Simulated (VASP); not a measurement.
Set up this calculation in VASP 6.6.1, as the native input.

| Quantity | Value |
| --- | --- |
| Task | single point |
| Functional | PBE |
| Potentials or basis | VASP PAW PBE potentials, release 64 (Zn, Cu_sv_GW) |
| Cutoff | 820 eV |
| k mesh | 16 × 16 × 16 |
| Occupations | gaussian, width 0.15 eV |
| Spin | no spin polarisation |
| Dipole correction | no |
| Further INCAR settings | ALGO = Normal; EDIFF = 1e-06; NBANDS = 22 |

The structure of ZnCu lies in POSCAR:

```
ZnCu
1.0
    2.9450000000      0.0000000000      0.0000000000
    0.0000000000      2.9450000000      0.0000000000
    0.0000000000      0.0000000000      2.9450000000
Zn Cu
1 1
Direct
    0.4787775891      0.5000000000      0.5000000000
    0.0000000000      0.0000000000      0.0000000000
```

This cell differs from its parent crystal: all Zn atoms moved +0.062 Å, as atom 1 towards its neighbour atom 1 (Zn) at 2.945 Å.

These files were run (other wordings do the same):

INCAR

```
SYSTEM = ZnCu
ALGO = Normal
EDIFF = 1E-6
ENCUT = 820
GGA = PE
GGA_COMPAT = .False.
ISIF = 2
ISMEAR = 0
LASPH = .True.
LCHARG = .False.
LREAL = .False.
LWAVE = .False.
NBANDS = 22
NELM = 120
PREC = Accurate
SIGMA = 0.15
```

KPOINTS

```
k-points
0
Gamma
  16 16 16
  0 0 0
```

Potentials or basis: VASP PAW PBE potentials, release 64 (Zn, Cu_sv_GW).

Command:

```console
$ cat potpaw_PBE.64/Zn/POTCAR potpaw_PBE.64/Cu_sv_GW/POTCAR > POTCAR
$ mpirun -np 1 vasp_std > vasp.out
```

Results of the run:

```json
{
 "Pressure": "2.1 GPa",
 "Largest force": "0.302 eV/Å",
 "Band gap on the k mesh": "zero (an odd number of electrons rules out a gap without spin polarisation)"
}
```

Caveat: the cell differs from its parent crystal (all Zn atoms moved +0.062 Å, as atom 1 towards its neighbour atom 1 (Zn) at 2.945 Å).

It took 2.7 min on 1 thread of Intel(R) Xeon(R) 6975P-C (Granite Rapids), with other jobs on the host, peak memory 0.63 GiB.
